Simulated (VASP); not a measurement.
CdSe: single point with PBE

CdSe:

```
Cd Se
1.0
     0.00000    4.50702    0.00000
     0.00000    0.00000    7.47911
     8.16470    0.00000    0.00000
Cd Se
4 4
Cartesian
  6.8645 3.3803 2.9843
  5.3825 1.1268 6.7238
  2.7822 3.3803 0.7553
  1.3002 1.1268 4.4948
  6.7140 1.1268 4.4572
  5.5331 3.3803 0.7176
  2.6316 1.1268 6.7615
  1.4507 3.3803 3.0219
```

- Program: VASP 6.6.1
- Task: single point
- Functional: PBE
- Potentials or basis: VASP PAW PBE potentials, release 64 (Cd, Se)
- Cutoff: 520 eV
- k mesh: 4 × 2 × 2
- Occupations: gaussian, width 0.1 eV
- Spin: no spin polarisation

* Pressure: 0.2 GPa
* Largest force: 0.011 eV/Å
* Band gap on the k mesh: 0.74 eV

Forces on the atoms (eV/Å):
```
Cd  -0.003  0.000 -0.010
Cd   0.003  0.000 -0.010
Cd  -0.003  0.000  0.010
Cd   0.003  0.000  0.010
Se  -0.002  0.000  0.005
Se   0.002  0.000  0.005
Se  -0.002  0.000 -0.005
Se   0.002  0.000 -0.005
```

Stress tensor (GPa, compression positive):
```
0.14 0.00 0.00
0.00 0.32 0.00
0.00 0.00 0.21
```

Levels at points of the mesh, in eV from the valence-band top:
| k point | band 34 | band 35 | band 36 | band 37 | band 38 | band 39 |
| --- | --- | --- | --- | --- | --- | --- |
| (0.00, 0.00, 0.00) | -0.22 | -0.18 | 0.00 | 0.74 | 2.53 | 3.11 |
| (0.50, 0.00, 0.00) | -1.32 | -0.59 | -0.59 | 3.58 | 3.58 | 3.67 |
| (0.00, 0.50, 0.00) | -0.66 | -0.43 | -0.43 | 2.79 | 2.79 | 3.17 |
| (0.50, 0.50, 0.00) | -0.77 | -0.36 | -0.36 | 2.90 | 2.90 | 3.30 |
| (0.00, 0.00, 0.50) | -0.44 | -0.20 | -0.20 | 2.06 | 2.06 | 3.29 |
| (0.50, 0.00, 0.50) | -0.87 | -0.87 | -0.87 | 3.97 | 3.97 | 3.97 |
| (0.00, 0.50, 0.50) | -0.46 | -0.37 | -0.37 | 2.76 | 2.76 | 2.85 |
| (0.50, 0.50, 0.50) | -0.98 | -0.98 | -0.98 | 3.18 | 3.18 | 3.18 |

Wall time 5.1 min on 1 thread of Intel Xeon 8259CL (shared host), peak memory 0.38 GiB.

Caveat: the k points lie up to 0.42 Å⁻¹ apart.
